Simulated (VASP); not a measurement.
A run of VASP 6.6.1 is set up as follows.

POSCAR

```
K2NaAsSe2
1.0
   -0.0632562500     -0.2516288000      6.9477673200
    6.5939018800      0.0970311400     -0.0631443500
    3.4381219300      7.9080350300     -3.7890296300
Na Se As K
2 4 2 4
Direct
    0.2770417683      0.0049548611      0.9584902582
    0.7404879280      1.0866167089      0.0074290150
    0.6430143668      0.6891545595      0.2512038504
    0.3603628573      0.3287081197      0.6943453301
    0.9136594965      0.8016465430      0.8388606126
    0.1663492306      0.1629161441      0.2099363846
    0.5386750631      0.5388118452      1.0297804523
    0.1798109221      0.4592110736     -0.0461844817
    0.8003480708      0.4003918114      0.6466326111
    0.1430491477      0.5971711830      0.2812646320
    0.7168490139      0.0957221566      0.3844887903
    0.3665121350      0.8686289938      0.6328845452
```

The input INCAR.step1:

```
PREC = Accurate
ENCUT = 520
ISMEAR = -1
SIGMA = 0.1
LREAL = F
LASPH = T
NELM = 100
NBANDS = 54
GGA = PE
ALGO = Normal
EDIFF = 1E-4
LWAVE = T
LCHARG = F
```

Contents of INCAR.step2:

```
PREC = Accurate
ENCUT = 520
EDIFF = 1E-7
ISMEAR = -1
SIGMA = 0.1
LREAL = F
LASPH = T
NELM = 100
ALGO = Normal
ISIF = 2
LWAVE = F
LCHARG = F
METAGGA = R2SCAN
LMIXTAU = T
NBANDS = 54
ISTART = 1
```

KPOINTS

```
Automatic mesh
0
Gamma
  3 3 3
  0 0.5 0
```

Potentials or basis: VASP PAW PBE potentials, release 64 (Na_pv, Se, As, K_sv).

Command:

```console
$ cat potpaw_PBE.64/Na_pv/POTCAR potpaw_PBE.64/Se/POTCAR potpaw_PBE.64/As/POTCAR potpaw_PBE.64/K_sv/POTCAR > POTCAR
$ cp INCAR.step1 INCAR
$ mpirun -np 1 vasp_std > vasp.out
$ cp INCAR.step2 INCAR
$ mpirun -np 1 vasp_std > vasp.out
```

**Question.** What does it give for the pressure?

**Answer.** 0.6 GPa.

**Question.** Estimate the band gap on the k mesh.

**Answer.** 1.31 eV (least direct gap 1.37 eV).

Stress tensor (GPa, compression positive):
```
-0.26  0.42 -0.04
 0.42  1.50 -0.06
-0.04 -0.06  0.48
```

Caveat: the PAW data sets were made with another functional, which shifts forces and pressure a little; a shifted mesh leaves out Γ, where band edges can lie. A k mesh can miss the band edges.
